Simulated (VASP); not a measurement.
# Se (Pm-3m) in VASP: further runs

Se is run at these levels: r2SCAN; tasks: single point.

All numbers are computed with VASP 6.6.1; they aren't measurements. Logs are shortened: lines on timing, memory, paths and dates and some standing lists are left out, and cuts for length are marked.

## 1. The cell of the first run

Symmetry: Pm-3m, No. 221, cubic system. Conventional cell: a = 2.814 Å, b = 2.814 Å, c = 2.814 Å, α = 90.00°, β = 90.00°, γ = 90.00°. Within 3.7 Å of Se (site symmetry m-3m) lie 6 Se at 2.81 Å.

This isn't the form of Se at room conditions, which is trigonal, of chains.

## 2. Single point, r2SCAN

File POSCAR:

```
Se
1.0
    2.8143017337      0.0000000000      0.0000000000
    0.0000000000      2.8143017337      0.0000000000
    0.0000000000      0.0000000000      2.8143017337
Se
1
Direct
    0.0000000000      0.0000000000      0.0000000000
```

File INCAR.step1:

```
SYSTEM = Se
ALGO     = Normal         ! electronic algorithm
EDIFF    = 1E-4           ! SCF threshold, eV
ENCUT    = 520            ! plane-wave cutoff, eV
GGA      = PE             ! functional
ISMEAR   = -1             ! smearing method
LASPH    = .TRUE.         ! aspherical terms in the spheres
LCHARG   = .FALSE.        ! write CHGCAR
LREAL    = .FALSE.        ! projectors in reciprocal space
LWAVE    = .TRUE.         ! write WAVECAR
NBANDS   = 9              ! bands
NELM     = 80             ! most SCF steps
PREC     = Accurate       ! precision mode
SIGMA    = 0.1            ! smearing width, eV
```

File INCAR.step2:

```
SYSTEM = Se
ALGO     = Normal         ! electronic algorithm
EDIFF    = 1E-7           ! SCF threshold, eV
ENCUT    = 520            ! plane-wave cutoff, eV
ISIF     = 2              ! what is computed and relaxed
ISMEAR   = -1             ! smearing method
ISTART   = 1            
LASPH    = .TRUE.         ! aspherical terms in the spheres
LCHARG   = .FALSE.        ! write CHGCAR
LMIXTAU  = .TRUE.       
LREAL    = .FALSE.        ! projectors in reciprocal space
LWAVE    = .FALSE.        ! write WAVECAR
METAGGA  = R2SCAN         ! meta-GGA
NBANDS   = 9              ! bands
NELM     = 80             ! most SCF steps
PREC     = Accurate       ! precision mode
SIGMA    = 0.1            ! smearing width, eV
```

File KPOINTS:

```
k-points
0
G
  11 11 11
  0 0 0
```

Potentials or basis: VASP PAW PBE potentials, release 64 (Se).

Started as:

```sh
$ cat potpaw_PBE.64/Se/POTCAR > POTCAR
$ cp INCAR.step1 INCAR
$ mpirun -np 1 vasp_std > vasp.out
$ cp INCAR.step2 INCAR
$ mpirun -np 1 vasp_std > vasp.out
```

OUTCAR:

```text
SYSTEM = Se
   EDIFF = 1E-7
   ENCUT = 520
   ISIF = 2
   ISMEAR = -1
   ISTART = 1
   LASPH = .TRUE.
   LREAL = .FALSE.
   METAGGA = R2SCAN
   NELM = 80
   PREC = Accurate

 ion  position               nearest neighbor table
   1  0.000  0.000  0.000-

  LATTYP: Found a simple cubic cell.
 ALAT       =     2.8143017337

  Lattice vectors:

 A1 = (   2.8143017337,   0.0000000000,   0.0000000000)
 A2 = (   0.0000000000,   2.8143017337,   0.0000000000)
 A3 = (   0.0000000000,   0.0000000000,   2.8143017337)

Analysis of symmetry for initial positions (statically):
=====================================================================
 Subroutine PRICEL returns:
 Original cell was already a primitive cell.

 Routine SETGRP: Setting up the symmetry group for a
 simple cubic supercell.

 Subroutine GETGRP returns: Found 48 space group operations
 (whereof 48 operations were pure point group operations)
 out of a pool of 48 trial point group operations.

The static configuration has the point symmetry O_h .

Analysis of symmetry for dynamics (positions and initial velocities):
=====================================================================
 Subroutine PRICEL returns:
 Original cell was already a primitive cell.

 Routine SETGRP: Setting up the symmetry group for a
 simple cubic supercell.

 Subroutine GETGRP returns: Found 48 space group operations
 (whereof 48 operations were pure point group operations)
 out of a pool of 48 trial point group operations.

The dynamic configuration has the point symmetry O_h .

 Subroutine INISYM returns: Found 48 space group operations
 (whereof 48 operations are pure point group operations),
 and found     1 'primitive' translations

----------------------------------------------------------------------------------------

                                     Primitive cell

  volume of cell :      22.2901

  direct lattice vectors                    reciprocal lattice vectors
     2.814301734  0.000000000  0.000000000     0.355327927  0.000000000  0.000000000
     0.000000000  2.814301734  0.000000000     0.000000000  0.355327927  0.000000000
     0.000000000  0.000000000  2.814301734     0.000000000  0.000000000  0.355327927

  length of vectors
     2.814301734  2.814301734  2.814301734     0.355327927  0.355327927  0.355327927

  position of ions in fractional coordinates (direct lattice)
     0.000000000  0.000000000  0.000000000

  ion indices of the primitive-cell ions
   primitive index   ion index
                 1           1

----------------------------------------------------------------------------------------

 KPOINTS: k-points

Automatic generation of k-mesh.
 Grid dimensions read from file:
 generate k-points for:   11   11   11

 Generating k-lattice:

  Cartesian coordinates                     Fractional coordinates (reciprocal lattice)
     0.032302539  0.000000000  0.000000000     0.090909091  0.000000000  0.000000000
     0.000000000  0.032302539  0.000000000     0.000000000  0.090909091  0.000000000
     0.000000000  0.000000000  0.032302539     0.000000000  0.000000000  0.090909091

  Length of vectors
     0.032302539  0.032302539  0.032302539

  Shift w.r.t. Gamma in fractional coordinates (k-lattice)
     0.000000000  0.000000000  0.000000000

 Subroutine IBZKPT returns following result:
 ===========================================

 Found     56 irreducible k-points:

 Following reciprocal coordinates:
            Coordinates               Weight
  0.000000  0.000000  0.000000      1.000000
  0.090909  0.000000  0.000000      6.000000
  0.181818  0.000000  0.000000      6.000000
  0.272727  0.000000  0.000000      6.000000
  0.363636  0.000000  0.000000      6.000000
  0.454545  0.000000  0.000000      6.000000
[... 16 lines left out ...]
  0.181818  0.090909  0.090909     24.000000
  0.272727  0.090909  0.090909     24.000000
 [... further k-points ...]
   k-points           NKPTS =     56   k-points in BZ     NKDIM =     56   number of bands    NBANDS=      9
   number of dos      NEDOS =    301   number of ions     NIONS =      1
   total plane-waves  NPLWV =  13824
   dimension x,y,z NGX =    24 NGY =   24 NGZ =   24
   dimension x,y,z NGXF=    48 NGYF=   48 NGZF=   48
   ions per type =               1
   NGX,Y,Z   is equivalent  to a cutoff of  14.18, 14.18, 14.18 a.u.
   NGXF,Y,Z  is equivalent  to a cutoff of  28.35, 28.35, 28.35 a.u.
 SYSTEM =  Se
   PREC   = accura    normal or accurate (medium, high low for compatibility)
   ISTART =      1    job   : 0-new  1-cont  2-samecut
   ICHARG =      0    charge: 1-file 2-atom 10-const
   ISPIN  =      1    spin polarized calculation?
   LNONCOLLINEAR =      F non collinear calculations
   LSORBIT =      F    spin-orbit coupling
   LASPH  =      T    aspherical Exc in radial PAW
   ENCUT  =  520.0 eV  38.22 Ry    6.18 a.u.   5.23  5.23  5.23*2*pi/ulx,y,z
   NELM   =     80;   NELMIN=  2; NELMDL=  0     # of ELM steps
   EDIFF  = 0.1E-06   stopping-criterion for ELM
   LREAL  =      F    real-space projection
   EDIFFG = 0.1E-05   stopping-criterion for IOM
   NSW    =      0    number of steps for IOM
   IBRION =     -1    ionic relax: 0-MD 1-quasi-New 2-CG
   NFREE  =      0    steps in history (QN), initial steepest desc. (CG)
   ISIF   =      2    stress and relaxation
   ISYM   =      2    0-nonsym 1-usesym 2-fastsym
   POTIM  = 0.5000    time-step for ionic-motion
   TEBEG  =    0.0;   TEEND  =   0.0 temperature during run
   PSTRESS=    0.0 pullay stress
   NELECT =       6.0000    total number of electrons
   NUPDOWN=      -1.0000    fix difference up-down
   EMIN   =  10.00;   EMAX   =-10.00  energy-range for DOS
   EFERMI =   0.00;   METHOD = LEGACY
   ISMEAR =    -1;   SIGMA  =   0.10  broadening in eV -4-tet -1-fermi 0-gaus
   EFERMI_NEDOS =   21; number of points for ismear=-14 and -15
   IALGO  =     38    algorithm
   IMIX   =      4    mixing-type and parameters
     AMIX     =   0.40;   BMIX     =  1.00
     AMIX_MAG =   1.60;   BMIX_MAG =  1.00
  volume/ion in A,a.u.               =      22.29       150.42
  Fermi-wavevector in a.u.,A,eV,Ry     =   1.057031  1.997500 15.202001  1.117316
  Thomas-Fermi vector in A             =   2.192289
   LORBIT       =      0    0 simple, 1 ext, 2 COOP (PROOUT), +10 PAW based schemes
   METAGGA = R2SCAN    functional components
   LHFCALC =     F    Hartree Fock is set to
   AEXX    =    0.0000 exact exchange contribution
   IVDW    =     0    specifies the selected vdW correction
   LEPSILON=     F    determine dielectric tensor
   LRPA    =     F    only Hartree local field effects (RPA)
 non-spin polarized calculation
  energy-cutoff  :      520.00
  volume of cell :       22.29
 maximum number of plane-waves:       619
 NGX is ok and might be reduce to    24
   NGX = 11   NGY = 11   NGZ = 11

 number of electron       5.9999999 magnetization

 Free energy of the ion-electron system (eV)
  ---------------------------------------------------
  ext. energy  EPLUGINS =         0.00000000
  ---------------------------------------------------
  free energy    TOTEN  =       -14.06466621 eV

  energy without entropy =      -14.05039934  energy(sigma->0) =      -14.05753277

 E-fermi :   4.6555     XC(G=0): -10.5026

 val. band max:        4.6298216350   @ k =   0.3636   0.1818   0.1818
 cond. band min:       4.8898294658   @ k =   0.0909   0.0000   0.0000
 fundamental gap:      0.2600078308
 Fermi energy:         4.6554910100

 k-point     1 :       0.0000    0.0000    0.0000
  band No.  band energies     occupation
      1     -12.2156      2.00000
      2       6.1397      0.00000
      3       6.1397      0.00000
      4       6.1397      0.00000
      5      12.8492      0.00000
      6      12.8492      0.00000
      7      13.4411      0.00000
      8      28.0027      0.00000
      9      28.0027      0.00000

 k-point     2 :       0.0909    0.0000    0.0000
  band No.  band energies     occupation
      1     -12.0905      2.00000
      2       4.8898      0.17519
      3       6.2382      0.00000
      4       6.2382      0.00000
      5      12.9718      0.00000
      6      13.3577      0.00000
      7      14.5895      0.00000
      8      26.0988      0.00000
      9      26.0988      0.00000

 k-point     3 :       0.1818    0.0000    0.0000
  band No.  band energies     occupation
      1     -11.7275      2.00000
      2       2.5904      2.00000
      3       6.5171      0.00000
      4       6.5171      0.00000
      5      13.3279      0.00000
      6      13.8385      0.00000
      7      17.5291      0.00000
      8      23.6322      0.00000
      9      23.6322      0.00000

 k-point     4 :       0.2727    0.0000    0.0000
  band No.  band energies     occupation
      1     -11.1721      2.00000
      2       0.3463      2.00000
      3       6.9205      0.00000
      4       6.9205      0.00000
      5      13.8740      0.00000
      6      14.5763      0.00000
      7      20.0861      0.00000
      8      21.5016      0.00000
      9      21.5016      0.00000
[... 205 lines left out ...]
 k-point    22 :       0.0909    0.0909    0.0909
  band No.  band energies     occupation
      1     -11.8404      2.00000
      2       5.0535      0.03670
      3       5.0535      0.03670
      4       5.1995      0.00864
      5      14.7003      0.00000
      6      14.7003      0.00000
      7      14.9668      0.00000
      8      24.2100      0.00000
      9      24.6173      0.00000

 k-point    23 :       0.1818    0.0909    0.0909
  band No.  band energies     occupation
      1     -11.4774      2.00000
      2       2.8130      2.00000
      3       5.3457      0.00201
      4       5.4641      0.00062
      5      15.0349      0.00000
      6      15.2072      0.00000
      7      17.5971      0.00000
      8      22.0388      0.00000
      9      22.3197      0.00000

 k-point    24 :       0.2727    0.0909    0.0909
  band No.  band energies     occupation
      1     -10.9220      2.00000
      2       0.5768      2.00000
      3       5.7721      0.00003
      4       5.9193      0.00001
      5      15.5417      0.00000
      6      15.6090      0.00000
      7      18.8959      0.00000
      8      19.8297      0.00000
      9      22.4513      0.00000

 [... further k-points ...]
[... 5 lines left out ...]
  --------------------------------------------------------------------------------------
  -------------------------------------------------------------------------------------
  Total       -0.0135221     -0.0135221     -0.0135221      0.0000000      0.0000000      0.0000000
  in kB       -0.9719460     -0.9719460     -0.9719460      0.0000000      0.0000000      0.0000000
  external PRESSURE =      -0.9719460 kB  Pullay stress =       0.0000000 kB

 VOLUME and BASIS-vectors are now :
 -----------------------------------------------------------------------------
  energy-cutoff  :      520.00
  volume of cell :       22.29
      direct lattice vectors                 reciprocal lattice vectors
     2.814301734  0.000000000  0.000000000     0.355327927  0.000000000  0.000000000
     0.000000000  2.814301734  0.000000000     0.000000000  0.355327927  0.000000000
     0.000000000  0.000000000  2.814301734     0.000000000  0.000000000  0.355327927

 POSITION                                       TOTAL-FORCE (eV/Angst)
 -----------------------------------------------------------------------------------
      0.00000      0.00000      0.00000         0.000000      0.000000      0.000000
 -----------------------------------------------------------------------------------
    total drift:                               -0.000000     -0.000000      0.000000

  FREE ENERGIE OF THE ION-ELECTRON SYSTEM (eV)
  ---------------------------------------------------
  free  energy   TOTEN  =       -14.0646662066 eV

  energy  without entropy=      -14.0503993390  energy(sigma->0) =      -14.05753277
```

Wall time 28 s (1 thread of Intel Xeon 8259CL, shared host); peak memory 0.14 GiB.

What came out:

```
Free energy            : -14.0647 eV
Pressure               : -0.1 GPa
Band gap on the k mesh : zero (bands 3 and 4 overlap by 6.48 eV)
```

Caveat: the PAW data sets were made with another functional, which shifts forces and pressure a little.

## 3. Single point, r2SCAN (19.62 Å³/atom)

This run uses another cell than the first one, of 19.62 Å³/atom.

File POSCAR:

```
Se
1.0
    2.6969002421      0.0000000000      0.0000000000
    0.0000000000      2.6969002421      0.0000000000
    0.0000000000      0.0000000000      2.6969002421
Se
1
Direct
    0.0000000000      0.0000000000      0.0000000000
```

File INCAR.step1:

```
SYSTEM = Se
ALGO = Normal ; EDIFF = 1E-4
ENCUT = 520 ; GGA = PE
ISMEAR = -1 ; LASPH = .TRUE.
LCHARG = .FALSE. ; LREAL = .FALSE.
LWAVE = .TRUE. ; NBANDS = 9
NELM = 100 ; PREC = Accurate
SIGMA = 0.1
```

File INCAR.step2:

```
SYSTEM = Se
ALGO = Normal ; EDIFF = 1E-7
ENCUT = 520 ; ISIF = 2
ISMEAR = -1 ; ISTART = 1
LASPH = .TRUE. ; LCHARG = .TRUE.
LELF = .TRUE. ; LMIXTAU = .TRUE.
LREAL = .FALSE. ; LVHAR = .TRUE.
LWAVE = .FALSE. ; METAGGA = R2SCAN
NBANDS = 9 ; NELM = 100
PREC = Accurate ; SIGMA = 0.1
```

File KPOINTS:

```
k-points
0
G
  13 13 13
  0 0 0
```

Potentials or basis: VASP PAW PBE potentials, release 64 (Se).

Started as:

```sh
$ cat potpaw_PBE.64/Se/POTCAR > POTCAR
$ cp INCAR.step1 INCAR
$ mpirun -np 1 vasp_std > vasp.out
$ cp INCAR.step2 INCAR
$ mpirun -np 1 vasp_std > vasp.out
```

It took 37 s on 1 thread of Intel Xeon 8259CL, shared host; peak memory 0.14 GiB.

The run converged. Its results:

| Property | Result |
| --- | --- |
| Free energy | -13.9644 eV |
| Pressure | 13.1 GPa |
| Band gap on the k mesh | zero (bands 3 and 4 overlap by 7.61 eV) |

Levels at points of the mesh, in eV from the Fermi level:
```
           k point  band 1  band 2  band 3  band 4  band 5  band 6  band 7  band 8
(0.00, 0.00, 0.00)  -18.28    1.59    1.59    1.59    7.81    7.81    9.51   24.63
```

Caveat: the cell stands under pressure; the PAW data sets were made with another functional, which shifts forces and pressure a little.

The gap in the log of VASP goes by the Fermi energy; the results here count the filled bands.